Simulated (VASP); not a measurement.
# Te7Mo4 (a cell with a defect) in VASP: single point with PBE+D3(BJ)

Aim: the single point of Te7Mo4 (a cell with a defect) with PBE+D3(BJ).

All numbers are computed with VASP 6.6.1; they aren't measurements. Logs are shortened: lines on timing, memory, paths and dates and some standing lists are left out, and cuts for length are marked.

### 1 The cell of the first run

The cell holds a defect, 11 atoms: a = 6.990 Å, b = 6.990 Å, c = 7.624 Å, α = 90.00°, β = 90.00°, γ = 120.00°.

### 2 Single point, PBE+D3(BJ)

File INCAR:

```
PREC = Accurate ; ENCUT = 520
EDIFF = 1E-7 ; ISMEAR = 0
SIGMA = 0.05 ; LREAL = False
LASPH = True ; NELM = 80
ALGO = Fast ; ISIF = 2
LWAVE = False ; LCHARG = False
GGA = PE ; IVDW = 12
NELECT = 96.0 ; NBANDS = 60
```

File KPOINTS:

```
Automatic mesh
0
Gamma
  6 6 4
```

File POSCAR:

```
Te7Mo4
1.0
    3.4951625504     -6.0537991181      0.0000000000
   -6.9903251009      0.0000000000      0.0000000000
    0.0000000000      0.0000000000     -7.6242845190
Te Mo
7 4
Direct
    0.7307477749      0.2947955498      0.2385784197
    0.1666666667      0.8333333333      0.2385784197
    0.6666666667      0.8333333333      0.2385784197
    0.1666666667      0.3333333333      0.7614215803
    0.6666666667      0.3333333333      0.7614215803
    0.1666666667      0.8333333333      0.7614215803
    0.6666666667      0.8333333333      0.7614215803
    0.0000000000      0.5000000000      0.0000000000
    0.5000000000      0.5000000000      0.0000000000
    0.0000000000      0.0000000000      0.0000000000
    0.5000000000      0.0000000000      0.0000000000
```

Potentials or basis: VASP PAW PBE potentials, release 64 (Te, Mo_sv).

The run is started by

```console
$ cat potpaw_PBE.64/Te/POTCAR potpaw_PBE.64/Mo_sv/POTCAR > POTCAR
$ mpirun -np 1 vasp_std > vasp.out
```

OUTCAR:

```text
PREC = Accurate
   ENCUT = 520
   EDIFF = 1E-7
   ISMEAR = 0
   LREAL = False
   LASPH = True
   NELM = 80
   ISIF = 2
   GGA = PE
   IVDW = 12
   NELECT = 96.0
 IVDW          = 12

 ion  position               nearest neighbor table
   1  0.731  0.295  0.239-   8 2.49  11 2.61   3 3.03   9 3.21   2 3.46   2 3.64
   2  0.167  0.833  0.239-  11 2.72   8 2.72  10 2.72   1 3.46   3 3.50   3 3.50   1 3.64   6 3.64

   3  0.667  0.833  0.239-  10 2.72   9 2.72  11 2.72   1 3.03   2 3.50   2 3.50   7 3.64
   4  0.167  0.333  0.761-   9 2.72  10 2.72   8 2.72   5 3.50   5 3.50   6 3.50   6 3.50   7 3.50
                             7 3.50
   5  0.667  0.333  0.761-   8 2.72  11 2.72   9 2.72   4 3.50   4 3.50   7 3.50   7 3.50   6 3.50
                             6 3.50
   6  0.167  0.833  0.761-  11 2.72   8 2.72  10 2.72   7 3.50   7 3.50   4 3.50   4 3.50   5 3.50
                             5 3.50   2 3.64
   7  0.667  0.833  0.761-  10 2.72   9 2.72  11 2.72   6 3.50   6 3.50   5 3.50   5 3.50   4 3.50
                             4 3.50   3 3.64
   8  0.000  0.500  0.000-   1 2.49   5 2.72   2 2.72   6 2.72   4 2.72
   9  0.500  0.500  0.000-   4 2.72   3 2.72   7 2.72   5 2.72   1 3.21
  10  0.000  0.000  0.000-   3 2.72   7 2.72   4 2.72   6 2.72   2 2.72
  11  0.500  0.000  0.000-   1 2.61   2 2.72   6 2.72   5 2.72   3 2.72   7 2.72

  LATTYP: Found a hexagonal cell.
 ALAT       =     6.9903251009
 C/A-ratio  =     1.0906909777

  Lattice vectors:

 A1 = (   3.4951625504,  -6.0537991181,   0.0000000000)
 A2 = (  -6.9903251009,   0.0000000000,   0.0000000000)
 A3 = (   0.0000000000,   0.0000000000,  -7.6242845190)

Analysis of symmetry for initial positions (statically):
=====================================================================
 Subroutine PRICEL returns:
 Original cell was already a primitive cell.

 Routine SETGRP: Setting up the symmetry group for a
 hexagonal supercell.

 Subroutine GETGRP returns: Found  1 space group operations
 (whereof  1 operations were pure point group operations)
 out of a pool of 24 trial point group operations.

The static configuration has the point symmetry C_1 .

Analysis of symmetry for dynamics (positions and initial velocities):
=====================================================================
 Subroutine PRICEL returns:
 Original cell was already a primitive cell.

 Routine SETGRP: Setting up the symmetry group for a
 hexagonal supercell.

 Subroutine GETGRP returns: Found  1 space group operations
 (whereof  1 operations were pure point group operations)
 out of a pool of 24 trial point group operations.

The dynamic configuration has the point symmetry C_1 .

 Subroutine INISYM returns: Found  1 space group operations
 (whereof  1 operations are pure point group operations),
 and found     1 'primitive' translations

----------------------------------------------------------------------------------------

                                     Primitive cell

  volume of cell :     322.6447

  direct lattice vectors                    reciprocal lattice vectors
     3.495162550 -6.053799118  0.000000000     0.000000000 -0.165185527  0.000000000
    -6.990325101  0.000000000  0.000000000    -0.143054863 -0.082592764  0.000000000
     0.000000000  0.000000000 -7.624284519     0.000000000  0.000000000 -0.131159848

  length of vectors
     6.990325101  6.990325101  7.624284519     0.165185527  0.165185527  0.131159848

  position of ions in fractional coordinates (direct lattice)
     0.730747775  0.294795550  0.238578420
     0.166666667  0.833333333  0.238578420
     0.666666667  0.833333333  0.238578420
     0.166666667  0.333333333  0.761421580
     0.666666667  0.333333333  0.761421580
     0.166666667  0.833333333  0.761421580
     0.666666667  0.833333333  0.761421580
     0.000000000  0.500000000  0.000000000
     0.500000000  0.500000000  0.000000000
     0.000000000  0.000000000  0.000000000
     0.500000000  1.000000000  0.000000000

  ion indices of the primitive-cell ions
   primitive index   ion index
                 1           1
                 2           2
                 3           3
                 4           4
                 5           5
                 6           6
                 7           7
                 8           8
                 9           9
                10          10
                11          11

----------------------------------------------------------------------------------------

 KPOINTS: Automatic mesh

Automatic generation of k-mesh.
 Grid dimensions read from file:
 generate k-points for:    6    6    4

 Generating k-lattice:

  Cartesian coordinates                     Fractional coordinates (reciprocal lattice)
     0.000000000 -0.027530921  0.000000000     0.166666667  0.000000000  0.000000000
    -0.023842477 -0.013765461  0.000000000    -0.000000000  0.166666667  0.000000000
     0.000000000  0.000000000 -0.032789962     0.000000000  0.000000000  0.250000000

  Length of vectors
     0.027530921  0.027530921  0.032789962

  Shift w.r.t. Gamma in fractional coordinates (k-lattice)
     0.000000000  0.000000000  0.000000000

 Subroutine IBZKPT returns following result:
 ===========================================

 Found     76 irreducible k-points:

 Following reciprocal coordinates:
            Coordinates               Weight
  0.000000  0.000000  0.000000      1.000000
  0.166667  0.000000  0.000000      2.000000
 -0.000000  0.166667  0.000000      2.000000
 -0.166667  0.166667  0.000000      2.000000
  0.333333  0.000000  0.000000      2.000000
 -0.000000  0.333333  0.000000      2.000000
[... 16 lines left out ...]
 -0.000000  0.166667  0.250000      2.000000
 -0.166667  0.166667  0.250000      2.000000
 [... further k-points ...]
   k-points           NKPTS =     76   k-points in BZ     NKDIM =     76   number of bands    NBANDS=     60
   number of dos      NEDOS =    301   number of ions     NIONS =     11
   total plane-waves  NPLWV = 174960
   dimension x,y,z NGX =    54 NGY =   54 NGZ =   60
   dimension x,y,z NGXF=   108 NGYF=  108 NGZF=  120
   ions per type =               7   4
   NGX,Y,Z   is equivalent  to a cutoff of  12.84, 12.84, 13.08 a.u.
   NGXF,Y,Z  is equivalent  to a cutoff of  25.68, 25.68, 26.17 a.u.
 SYSTEM =  unknown system
   PREC   = accura    normal or accurate (medium, high low for compatibility)
   ISTART =      0    job   : 0-new  1-cont  2-samecut
   ICHARG =      2    charge: 1-file 2-atom 10-const
   ISPIN  =      1    spin polarized calculation?
   LNONCOLLINEAR =      F non collinear calculations
   LSORBIT =      F    spin-orbit coupling
   LASPH  =      T    aspherical Exc in radial PAW
   ENCUT  =  520.0 eV  38.22 Ry    6.18 a.u.  13.00 13.00 14.18*2*pi/ulx,y,z
   NELM   =     80;   NELMIN=  2; NELMDL= -5     # of ELM steps
   EDIFF  = 0.1E-06   stopping-criterion for ELM
   LREAL  =      F    real-space projection
   EDIFFG = 0.1E-05   stopping-criterion for IOM
   NSW    =      0    number of steps for IOM
   IBRION =     -1    ionic relax: 0-MD 1-quasi-New 2-CG
   NFREE  =      0    steps in history (QN), initial steepest desc. (CG)
   ISIF   =      2    stress and relaxation
   ISYM   =      2    0-nonsym 1-usesym 2-fastsym
   POTIM  = 0.5000    time-step for ionic-motion
   TEBEG  =    0.0;   TEEND  =   0.0 temperature during run
   PSTRESS=    0.0 pullay stress
   NELECT =      96.0000    total number of electrons
   NUPDOWN=      -1.0000    fix difference up-down
   EMIN   =  10.00;   EMAX   =-10.00  energy-range for DOS
   EFERMI =   0.00;   METHOD = LEGACY
   ISMEAR =     0;   SIGMA  =   0.05  broadening in eV -4-tet -1-fermi 0-gaus
   EFERMI_NEDOS =   21; number of points for ismear=-14 and -15
   IALGO  =     68    algorithm
   IMIX   =      4    mixing-type and parameters
     AMIX     =   0.40;   BMIX     =  1.00
     AMIX_MAG =   1.60;   BMIX_MAG =  1.00
  volume/ion in A,a.u.               =      29.33       197.94
  Fermi-wavevector in a.u.,A,eV,Ry     =   1.092925  2.065329 16.251960  1.194485
  Thomas-Fermi vector in A             =   2.229200
   LORBIT       =      0    0 simple, 1 ext, 2 COOP (PROOUT), +10 PAW based schemes
   GGA     = PE    functional components
   LHFCALC =     F    Hartree Fock is set to
   AEXX    =    0.0000 exact exchange contribution
   IVDW    =    12    specifies the selected vdW correction
   LEPSILON=     F    determine dielectric tensor
   LRPA    =     F    only Hartree local field effects (RPA)
 non-spin polarized calculation
 RMM-DIIS sequential band-by-band and
 Gauss-broadening in eV      SIGMA  =   0.05
  energy-cutoff  :      520.00
  volume of cell :      322.64
 maximum number of plane-waves:      8715
 NGX is ok and might be reduce to    54
   NGX = 25   NGY = 25   NGZ = 29

 number of electron      96.0000001 magnetization

 Free energy of the ion-electron system (eV)
  ---------------------------------------------------
  ext. energy  EPLUGINS =         0.00000000
  ---------------------------------------------------
  free energy    TOTEN  =       -77.55447435 eV

  energy without entropy =      -77.54582486  energy(sigma->0) =      -77.55014961

 E-fermi :   5.8497     XC(G=0):  -9.2541

 val. band max:        5.8460909287   @ k =   0.1667   0.0000   0.0000
 cond. band min:       5.8562992602   @ k =   0.5000   0.5000   0.5000
 fundamental gap:      0.0102083315
 Fermi energy:         5.8497034021

 k-point     1 :       0.0000    0.0000    0.0000
  band No.  band energies     occupation
      1     -55.0047      2.00000
      2     -54.9787      2.00000
      3     -54.8669      2.00000
      4     -54.8400      2.00000
      5     -29.2015      2.00000
      6     -29.1907      2.00000
[... 1501 lines left out ...]
     59       8.9488      0.00000
     60       9.2218      0.00000

 [... further k-points ...]

------------------------ aborting loop because EDIFF is reached ----------------------------------------

 Edisp (eV)   -5.14758

 E8    (eV) :    -2.3775

  FORCE on cell =-STRESS in cart. coord.  units (eV):
  Direction    XX          YY          ZZ          XY          YZ          ZX
  --------------------------------------------------------------------------------------
  -------------------------------------------------------------------------------------
  Total     -28.79355   -27.79495   -18.17827     2.19204    -2.09604     0.87281
  in kB    -142.98197  -138.02316   -90.26900    10.88516   -10.40844     4.33416
  external pressure =     -123.76 kB  Pullay stress =        0.00 kB

 VOLUME and BASIS-vectors are now :
 -----------------------------------------------------------------------------
  energy-cutoff  :      520.00
  volume of cell :      322.64
      direct lattice vectors                 reciprocal lattice vectors
     3.495162550 -6.053799118  0.000000000     0.000000000 -0.165185527  0.000000000
    -6.990325101  0.000000000  0.000000000    -0.143054863 -0.082592764  0.000000000
     0.000000000  0.000000000 -7.624284519     0.000000000  0.000000000 -0.131159848

 POSITION                                       TOTAL-FORCE (eV/Angst)
 -----------------------------------------------------------------------------------
      0.49337     -4.42380     -1.81899        -1.451636      0.925042     -2.176319
     -5.24274     -1.00897     -1.81899        -0.363777      0.008169     -0.293015
     -3.49516     -4.03587     -1.81899         1.200947      0.273740     -0.446847
     -1.74758     -1.00897     -5.80529         0.016567     -0.142394      0.085643
      0.00000     -4.03587     -5.80529        -0.474832     -0.062412      0.208595
     -5.24274     -1.00897     -5.80529        -0.212396      0.300538      0.385129
     -3.49516     -4.03587     -5.80529         0.438785      0.015058      0.121084
     -3.49516      0.00000      0.00000         0.264705     -1.195654      1.363779
     -1.74758     -3.02690      0.00000         0.357077      0.099538     -0.155462
      0.00000      0.00000      0.00000        -0.395202     -0.573670      0.114932
      1.74758     -3.02690      0.00000         0.619762      0.352044      0.792481
 -----------------------------------------------------------------------------------
    total drift:                                0.000065     -0.000003     -0.000279

  FREE ENERGIE OF THE ION-ELECTRON SYSTEM (eV)
  ---------------------------------------------------
  free  energy   TOTEN  =       -82.7020547300 eV

  energy  without entropy=      -82.6934052348  energy(sigma->0) =      -82.69772998
```

It took 74 min on 1 thread of Oxide Virtual Turin-like, shared host; peak memory 1.1 GiB.

Results:

| Item | Value |
| --- | --- |
| Free energy | -82.7021 eV |
| Largest force | 2.775 eV/Å |
| Dispersion energy per atom | -0.468 eV |

Forces in eV/Å, atoms in the order of the input:
```
Te  -1.452  0.925 -2.176
Te  -0.364  0.008 -0.293
Te   1.201  0.274 -0.447
Te   0.017 -0.142  0.086
Te  -0.475 -0.062  0.209
Te  -0.212  0.301  0.385
Te   0.439  0.015  0.121
Mo   0.265 -1.196  1.364
Mo   0.357  0.100 -0.155
Mo  -0.395 -0.574  0.115
Mo   0.620  0.352  0.792
```

Levels at points of the mesh, in eV from the Fermi level:
| k point | band 46 | band 47 | band 48 | band 49 | band 50 | band 51 |
| --- | --- | --- | --- | --- | --- | --- |
| (0.00, 0.00, 0.00) | -0.48 | -0.40 | -0.03 | 0.64 | 1.05 | 1.17 |
| (0.50, 0.00, 0.00) | -0.54 | -0.34 | -0.19 | -0.03 | 0.47 | 0.90 |
| (0.00, 0.50, 0.00) | -0.60 | -0.52 | -0.19 | 0.11 | 0.43 | 0.94 |
| (0.50, 0.50, 0.00) | -0.53 | -0.46 | -0.09 | -0.07 | 0.49 | 0.86 |
| (0.00, 0.00, 0.50) | -0.23 | -0.18 | -0.07 | 0.58 | 1.05 | 1.17 |
| (0.50, 0.00, 0.50) | -0.57 | -0.41 | -0.18 | -0.05 | 0.50 | 0.98 |
| (0.00, 0.50, 0.50) | -0.62 | -0.44 | -0.22 | 0.09 | 0.44 | 1.08 |
| (0.50, 0.50, 0.50) | -0.51 | -0.41 | -0.12 | 0.01 | 0.46 | 1.04 |

Caveat: the cell carries a net charge on a neutralising background, which shifts energy and pressure; the cell differs from its parent crystal (atoms taken out, atom 1 moved -0.167 of the way to it and +0.233 Å across, host rigid); the cell is charged against a uniform background, so pressure and absolute levels hang on convention; spin-orbit coupling is left out, which moves the levels of the heavy elements.
